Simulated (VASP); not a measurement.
Runs of VASP 6.6.1 on SnSe2. The structure is that of space group P-3m1 (No. 164), or close to it. The cells are those of the table. 

```csv
task,cell,k mesh,cutoff (eV),smearing,gap on the mesh (eV),pressure (GPa),largest force (eV/Å)
single point,"a = 3.567, b = 3.567, c = 5.141 Å, angles 90.0, 90.0, 120.0°, 3 atoms",15 × 15 × 8,520,fermi-dirac 0.1 eV,none,26.1,0.03
relaxation of cell and atoms,"relaxed to 25.8 GPa from a = 3.571, b = 3.571, c = 5.156 Å, angles 90.0, 90.0, 120.0°, 3 atoms",15 × 15 × 8,600,fermi-dirac 0.1 eV,none,25.8,-
relaxation of cell and atoms,"relaxed to 5.1 GPa from a = 3.772, b = 3.772, c = 5.527 Å, angles 90.0, 90.0, 120.0°, 3 atoms",15 × 15 × 8,600,fermi-dirac 0.1 eV,none,5.1,-
single point,"a = 3.772, b = 3.772, c = 5.527 Å, angles 90.0, 90.0, 120.0°, 3 atoms",6 × 6 × 4,520,gaussian 0.1 eV,none,(a),0.02
single point,"a = 3.724, b = 3.724, c = 5.326 Å, angles 90.0, 90.0, 120.0°, 3 atoms",15 × 15 × 8,520,fermi-dirac 0.1 eV,none,10.2,0.02
relaxation of cell and atoms,"relaxed to 10 GPa from a = 3.720, b = 3.720, c = 5.378 Å, angles 90.0, 90.0, 120.0°, 3 atoms",15 × 15 × 8,600,fermi-dirac 0.1 eV,none,10.0,-
```

Alike in all rows: level PBEsol; potentials or basis VASP PAW PBE potentials, release 64 (Sn_d, Se); no spin polarisation.

Question: Fill in the values left out.

Answer: (a) 5.2.

Caveats: the PAW data sets were made with another functional, which shifts forces and pressure a little; spin-orbit coupling is left out, which moves the levels of the heavy elements; the cell is relaxed towards a set pressure, so the enthalpy falls and the energy may rise (some runs).

A k mesh can miss the band edges, and the runs leave out spin-orbit coupling on Se, Sn.

A gap of «none» marks levels without a gap at the run's occupations.
